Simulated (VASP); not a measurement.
# Zn2SbO3 (P-4m2) in VASP: a series of runs

Zn2SbO3 is run at these levels: PBE; tasks: single point, relaxation of cell and atoms.

Program: VASP 6.6.1. These are calculated values, not measurements. Logs are shortened: lines on timing, memory, paths and dates and some standing lists are left out, and cuts for length are marked.

## (1) The cell of the first run

The structure is tetragonal, space group P-4m2 (No. 115). The conventional cell has a = 3.323 Å, b = 3.323 Å, c = 7.283 Å, α = 90.00°, β = 90.00°, γ = 90.00°. Zn (site symmetry 2mm) has 7 O at 2.50 to 2.56 Å and 2 Sb at 2.55 Å and 4 Zn at 3.32 Å within 3.4 Å. Sb (site symmetry -4m2) has 4 O at 2.35 Å and 4 Zn at 2.55 Å within 3.1 Å. Within 3.1 Å of O (site symmetry -4m2) lie 4 Sb at 2.35 Å and 4 Zn at 2.55 Å. Within 3.4 Å of O (site symmetry 2mm) lie 5 Zn at 2.50 to 2.56 Å and 10 O at 2.91 to 3.32 Å and 2 Sb at 3.24 Å.

The cell was built from a structure type or drawn by symmetry, and may not be a known phase.

## (2) Single point, PBE

Contents of INCAR:

```
SYSTEM = Zn2SbO3
PREC = Accurate
ENCUT = 600
EDIFF = 1E-6
ISMEAR = 0
SIGMA = 0.1
LREAL = .FALSE.
LASPH = .TRUE.
NELM = 120
ALGO = Normal
ISIF = 2
LWAVE = .FALSE.
LCHARG = .FALSE.
GGA = PE
NBANDS = 38
GGA_COMPAT = .FALSE.
```

Contents of KPOINTS:

```
Automatic mesh
0
G
  6 6 4
  0 0 0
```

Contents of POSCAR:

```
Zn2SbO3
1.0
    3.3229925400      0.0000000000      0.0000000000
    0.0000000000      3.3229925400      0.0000000000
    0.0000000000      0.0000000000      7.2827730400
Zn Sb O
2 1 3
Direct
    0.0000000000      0.5000000000      0.7340000300
    0.5000000000      0.0000000000      0.2659999700
    0.0000000000      0.0000000000      0.0000000000
    0.5000000000      0.5000000000      0.0000000000
    0.0000000000      0.5000000000      0.3820000000
    0.5000000000      0.0000000000      0.6180000000
```

Potentials or basis: VASP PAW PBE potentials, release 64 (Zn, Sb_d_GW, O).

Command:

```sh
$ cat potpaw_PBE.64/Zn/POTCAR potpaw_PBE.64/Sb_d_GW/POTCAR potpaw_PBE.64/O/POTCAR > POTCAR
$ mpirun -np 1 vasp_std > vasp.out
```

OUTCAR:

```text
SYSTEM = Zn2SbO3
   PREC = Accurate
   ENCUT = 600
   EDIFF = 1E-6
   ISMEAR = 0
   LREAL = .FALSE.
   LASPH = .TRUE.
   NELM = 120
   ISIF = 2
   GGA = PE

 ion  position               nearest neighbor table
   1  0.000  0.500  0.734-   6 2.50   6 2.50   6 2.50   6 2.50   3 2.55   3 2.55
   2  0.500  0.000  0.266-   5 2.50   5 2.50   5 2.50   5 2.50   3 2.55   3 2.55
   3  0.000  0.000  0.000-   4 2.35   4 2.35   4 2.35   4 2.35   2 2.55   2 2.55   1 2.55   1 2.55

   4  0.500  0.500  0.000-   3 2.35   3 2.35   3 2.35   3 2.35
   5  0.000  0.500  0.382-   2 2.50   2 2.50   2 2.50   2 2.50
   6  0.500  0.000  0.618-   1 2.50   1 2.50   1 2.50   1 2.50

  LATTYP: Found a simple tetragonal cell.
 ALAT       =     3.3229925400
 C/A-ratio  =     2.1916308726

  Lattice vectors:

 A1 = (   3.3229925400,   0.0000000000,   0.0000000000)
 A2 = (   0.0000000000,   3.3229925400,   0.0000000000)
 A3 = (   0.0000000000,   0.0000000000,   7.2827730400)

Analysis of symmetry for initial positions (statically):
=====================================================================
 Subroutine PRICEL returns:
 Original cell was already a primitive cell.

 Routine SETGRP: Setting up the symmetry group for a
 simple tetragonal supercell.

 Subroutine GETGRP returns: Found  8 space group operations
 (whereof  8 operations were pure point group operations)
 out of a pool of 16 trial point group operations.

The static configuration has the point symmetry D_2d.

Analysis of symmetry for dynamics (positions and initial velocities):
=====================================================================
 Subroutine PRICEL returns:
 Original cell was already a primitive cell.

 Routine SETGRP: Setting up the symmetry group for a
 simple tetragonal supercell.

 Subroutine GETGRP returns: Found  8 space group operations
 (whereof  8 operations were pure point group operations)
 out of a pool of 16 trial point group operations.

The dynamic configuration has the point symmetry D_2d.

 Subroutine INISYM returns: Found  8 space group operations
 (whereof  8 operations are pure point group operations),
 and found     1 'primitive' translations

----------------------------------------------------------------------------------------

                                     Primitive cell

  volume of cell :      80.4184

  direct lattice vectors                    reciprocal lattice vectors
[... 99 lines left out ...]
   IBRION =     -1    ionic relax: 0-MD 1-quasi-New 2-CG
   NFREE  =      0    steps in history (QN), initial steepest desc. (CG)
   ISIF   =      2    stress and relaxation
   ISYM   =      2    0-nonsym 1-usesym 2-fastsym
   POTIM  = 0.5000    time-step for ionic-motion
   TEBEG  =    0.0;   TEEND  =   0.0 temperature during run
   PSTRESS=    0.0 pullay stress
   NELECT =      57.0000    total number of electrons
   NUPDOWN=      -1.0000    fix difference up-down
   EMIN   =  10.00;   EMAX   =-10.00  energy-range for DOS
   EFERMI =   0.00;   METHOD = LEGACY
   ISMEAR =     0;   SIGMA  =   0.10  broadening in eV -4-tet -1-fermi 0-gaus
   EFERMI_NEDOS =   21; number of points for ismear=-14 and -15
   IALGO  =     38    algorithm
   IMIX   =      4    mixing-type and parameters
     AMIX     =   0.40;   BMIX     =  1.00
     AMIX_MAG =   1.60;   BMIX_MAG =  1.00
  volume/ion in A,a.u.               =      13.40        90.45
  Fermi-wavevector in a.u.,A,eV,Ry     =   1.459647  2.758334 28.988170  2.130570
  Thomas-Fermi vector in A             =   2.576190
   LORBIT       =      0    0 simple, 1 ext, 2 COOP (PROOUT), +10 PAW based schemes
   GGA     = PE    functional components
   LHFCALC =     F    Hartree Fock is set to
   AEXX    =    0.0000 exact exchange contribution
   IVDW    =     0    specifies the selected vdW correction
   LEPSILON=     F    determine dielectric tensor
   LRPA    =     F    only Hartree local field effects (RPA)
 non-spin polarized calculation
 Gauss-broadening in eV      SIGMA  =   0.10
  energy-cutoff  :      600.00
  volume of cell :       80.42
 maximum number of plane-waves:      2716
 NGX is ok and might be reduce to    28
   NGX = 13   NGY = 13   NGZ = 29

 number of electron      57.0000008 magnetization

 Free energy of the ion-electron system (eV)
  ---------------------------------------------------
  ext. energy  EPLUGINS =         0.00000000
  ---------------------------------------------------
  free energy    TOTEN  =       -20.90762511 eV

  energy without entropy =      -20.88066578  energy(sigma->0) =      -20.89414544

 E-fermi :   3.3517     XC(G=0): -11.1502

 val. band max:        3.3510707406   @ k =   0.3333   0.1667   0.2500
 cond. band min:       3.3561073440   @ k =   0.5000   0.1667   0.2500
 fundamental gap:      0.0050366035
 Fermi energy:         3.3517166721

 k-point     1 :       0.0000    0.0000    0.0000
  band No.  band energies     occupation
      1     -26.8614      2.00000
      2     -26.7347      2.00000
      3     -26.6431      2.00000
      4     -26.6431      2.00000
      5     -26.6330      2.00000
      6     -16.6893      2.00000
[... 973 lines left out ...]
     37      13.4116      0.00000
     38      13.4918      0.00000

 [... further k-points ...]

------------------------ aborting loop because EDIFF is reached ----------------------------------------

  FORCE on cell =-STRESS in cart. coord.  units (eV):
  Direction    XX          YY          ZZ          XY          YZ          ZX
  --------------------------------------------------------------------------------------
  -------------------------------------------------------------------------------------
  Total       -1.0794959     -1.0794959      2.1177013      0.0000000      0.0000000      0.0000000
  in kB      -21.5068135    -21.5068135     42.1909964      0.0000000      0.0000000      0.0000000
  external PRESSURE =      -0.2742102 kB  Pullay stress =       0.0000000 kB

 VOLUME and BASIS-vectors are now :
 -----------------------------------------------------------------------------
  energy-cutoff  :      600.00
  volume of cell :       80.42
      direct lattice vectors                 reciprocal lattice vectors
     3.322992540  0.000000000  0.000000000     0.300933568  0.000000000  0.000000000
     0.000000000  3.322992540  0.000000000     0.000000000  0.300933568  0.000000000
     0.000000000  0.000000000  7.282773040     0.000000000  0.000000000  0.137310334

 POSITION                                       TOTAL-FORCE (eV/Angst)
 -----------------------------------------------------------------------------------
      0.00000      1.66150      5.34556        -0.000000      0.000000     -5.274543
      1.66150      0.00000      1.93722         0.000000      0.000000      5.274543
      0.00000      0.00000      0.00000         0.000000      0.000000     -0.000000
      1.66150      1.66150      0.00000         0.000000     -0.000000     -0.000000
      0.00000      1.66150      2.78202        -0.000000      0.000000     -1.622517
      1.66150      0.00000      4.50075         0.000000      0.000000      1.622517
 -----------------------------------------------------------------------------------
    total drift:                                0.000000      0.000000      0.000000

  FREE ENERGIE OF THE ION-ELECTRON SYSTEM (eV)
  ---------------------------------------------------
  free  energy   TOTEN  =       -20.9076251133 eV

  energy  without entropy=      -20.8806657766  energy(sigma->0) =      -20.89414544
```

Run time: 2.9 min. Hardware: 1 thread of Intel Xeon Platinum 8375C at 2.90GHz (Ice Lake), shared host; peak memory 0.28 GiB.

What came out:

* Free energy: -20.9076 eV
* Pressure: 0.0 GPa
* Largest force: 5.275 eV/Å
* Band gap on the k mesh: zero (an odd number of electrons rules out a gap without spin polarisation)

Forces in eV/Å, atoms in the order of the input:
```
Zn   0.000  0.000 -5.275
Zn   0.000  0.000  5.275
Sb   0.000  0.000  0.000
O    0.000  0.000  0.000
O    0.000  0.000 -1.623
O    0.000  0.000  1.623
```

Stress tensor (GPa, compression positive):
```
-2.15  0.00  0.00
 0.00 -2.15  0.00
 0.00  0.00  4.22
```

Levels at points of the mesh, in eV from the Fermi level:
```csv
k point,band 25,band 26,band 27,band 28,band 29,band 30,band 31,band 32
"(0.00, 0.00, 0.00)",-1.30,-1.30,-0.54,-0.54,0.33,0.59,4.22,5.02
"(0.50, 0.00, 0.00)",-1.98,-1.27,-0.52,-0.45,-0.38,-0.25,2.52,4.09
"(0.50, 0.50, 0.00)",-2.50,-1.48,-1.48,-1.12,0.87,0.87,0.91,4.80
"(0.00, 0.00, 0.50)",-1.34,-1.34,-0.80,-0.51,-0.51,2.60,4.02,5.00
"(0.50, 0.00, 0.50)",-1.62,-1.34,-0.73,-0.51,-0.46,0.26,2.49,3.92
"(0.50, 0.50, 0.50)",-1.59,-1.34,-1.34,-1.31,0.41,0.67,0.67,4.22
```

Caveat: spin-orbit coupling is left out, which moves the levels of the heavy elements; an odd number of electrons without spin polarisation forces a metal; a magnetic or distorted state may lie lower.

## (3) Single point, PBE

This run uses another cell than the first one, of 14.31 Å³/atom.

Contents of INCAR:

```
  PREC = Accurate
  ENCUT = 600
  EDIFF = 1E-6
  ISMEAR = 0
  SIGMA = 0.1
  LREAL = F
  LASPH = T
  NELM = 120
  ALGO = Normal
  ISIF = 2
  LWAVE = F
  LCHARG = F
  GGA = PE
  NBANDS = 38
  GGA_COMPAT = F
```

Contents of KPOINTS:

```
regular mesh
0
Gamma
  6 6 4
```

Contents of POSCAR:

```
Zn2SbO3
1.0
    3.1552527893      0.0000000000      0.0000000000
    0.0000000000      3.1552527893      0.0000000000
    0.0000000000      0.0000000000      8.6254742205
Zn Sb O
2 1 3
Direct
    0.0000000000      0.5000000000      0.6172459822
    0.5000000000      0.0000000000      0.3827540178
    0.0000000000      0.0000000000      0.0000000000
    0.5000000000      0.5000000000      0.0000000000
    0.0000000000      0.5000000000      0.3764721532
    0.5000000000      0.0000000000      0.6235278468
```

Potentials or basis: VASP PAW PBE potentials, release 64 (Zn, Sb_d_GW, O).

Command:

```sh
$ cat potpaw_PBE.64/Zn/POTCAR potpaw_PBE.64/Sb_d_GW/POTCAR potpaw_PBE.64/O/POTCAR > POTCAR
$ mpirun -np 1 vasp_std > vasp.out
```

Wall time 2.3 min (1 thread of AMD EPYC 7R43 (Zen 3), shared host); peak memory 0.27 GiB.

The run converged. Its results:

| Item | Value |
| --- | --- |
| Free energy | -25.7817 eV |
| Pressure | 0.2 GPa |
| Largest force | 0.062 eV/Å |
| Band gap on the k mesh | zero (an odd number of electrons rules out a gap without spin polarisation) |

Forces on the atoms (eV/Å):
```
Zn   0.000  0.000  0.055
Zn   0.000  0.000 -0.055
Sb   0.000  0.000  0.000
O    0.000  0.000  0.000
O    0.000  0.000 -0.062
O    0.000  0.000  0.062
```

Stress tensor (GPa, compression positive):
```
0.08 0.00 0.00
0.00 0.08 0.00
0.00 0.00 0.36
```

Levels at points of the mesh, in eV from the Fermi level:
| k point | band 25 | band 26 | band 27 | band 28 | band 29 | band 30 | band 31 | band 32 |
| --- | --- | --- | --- | --- | --- | --- | --- | --- |
| (0.00, 0.00, 0.00) | -2.99 | -2.70 | -2.18 | -2.18 | -0.45 | 0.63 | 2.75 | 6.34 |
| (0.50, 0.00, 0.00) | -2.16 | -1.20 | -1.20 | -1.00 | -0.25 | -0.22 | 4.08 | 4.56 |
| (0.50, 0.50, 0.00) | -3.62 | -3.43 | -2.78 | -2.78 | 1.15 | 2.10 | 2.10 | 5.21 |
| (0.00, 0.00, 0.50) | -3.00 | -2.82 | -2.18 | -2.18 | -0.76 | 1.72 | 2.13 | 6.49 |
| (0.50, 0.00, 0.50) | -1.99 | -1.20 | -1.20 | -0.44 | -0.39 | -0.31 | 4.18 | 4.55 |
| (0.50, 0.50, 0.50) | -3.56 | -3.55 | -2.78 | -2.78 | 1.14 | 2.05 | 2.05 | 4.95 |

Caveat: spin-orbit coupling is left out, which moves the levels of the heavy elements; an odd number of electrons without spin polarisation forces a metal; a magnetic or distorted state may lie lower.

## (4) Single point, PBE

This run uses another cell than the first one, of 14.36 Å³/atom.

Contents of INCAR:

```
SYSTEM = Zn2SbO3
PREC = Accurate
ENCUT = 520
EDIFF = 1E-7
ISMEAR = 0
SIGMA = 0.1
LREAL = .False.
LASPH = .True.
NELM = 100
ALGO = Normal
ISIF = 2
LWAVE = .False.
LCHARG = .False.
GGA = PE
NBANDS = 32
```

Contents of KPOINTS:

```
Automatic mesh
0
Gamma
  12 12 6
  0 0 0
```

Contents of POSCAR:

```
Zn2SbO3
1.0
    3.1507030396      0.0000000000      0.0000000000
    0.0000000000      3.1507030396      0.0000000000
    0.0000000000      0.0000000000      8.6804230724
Zn Sb O
2 1 3
Direct
    0.0000000000      0.5000000000      0.6165311819
    0.5000000000      0.0000000000      0.3834688181
    0.0000000000      0.0000000000      0.0000000000
    0.5000000000      0.5000000000      0.0000000000
    0.0000000000      0.5000000000      0.3767377276
    0.5000000000      0.0000000000      0.6232622724
```

Potentials or basis: VASP PAW PBE potentials, release 64 (Zn, Sb, O).

Command:

```sh
$ cat potpaw_PBE.64/Zn/POTCAR potpaw_PBE.64/Sb/POTCAR potpaw_PBE.64/O/POTCAR > POTCAR
$ mpirun -np 1 vasp_std > vasp.out
```

Wall time 2.3 min (1 thread of AMD EPYC 9R45 (Zen 5), shared host); peak memory 0.36 GiB.

It converged, with:

```
Free energy            : -25.8239 eV
Pressure               : -0.1 GPa
Largest force          : 0.058 eV/Å
Band gap on the k mesh : zero (an odd number of electrons rules out a gap without spin polarisation)
```

Forces on the atoms (eV/Å):
```
Zn   0.000  0.000  0.055
Zn   0.000  0.000 -0.055
Sb   0.000  0.000  0.000
O    0.000  0.000  0.000
O    0.000  0.000 -0.058
O    0.000  0.000  0.058
```

Stress tensor (GPa, compression positive):
```
-0.27  0.00  0.00
 0.00 -0.27  0.00
 0.00  0.00  0.34
```

Levels at points of the mesh, in eV from the Fermi level:
```tsv
k point	band 21	band 22	band 23	band 24	band 25	band 26
(0.00, 0.00, 0.00)	-2.69	-2.16	-2.16	-0.44	0.58	2.72
(0.50, 0.00, 0.00)	-1.16	-1.16	-1.05	-0.36	-0.33	4.08
(0.50, 0.50, 0.00)	-3.46	-2.75	-2.75	1.11	2.14	2.14
(0.00, 0.00, 0.50)	-2.79	-2.15	-2.15	-0.78	1.73	2.05
(0.50, 0.00, 0.50)	-1.16	-1.16	-0.53	-0.50	-0.39	4.19
(0.50, 0.50, 0.50)	-3.54	-2.75	-2.75	1.09	2.10	2.10
```

Caveat: spin-orbit coupling is left out, which moves the levels of the heavy elements; an odd number of electrons without spin polarisation forces a metal; a magnetic or distorted state may lie lower.

(Part 1 of 2 ends here.)
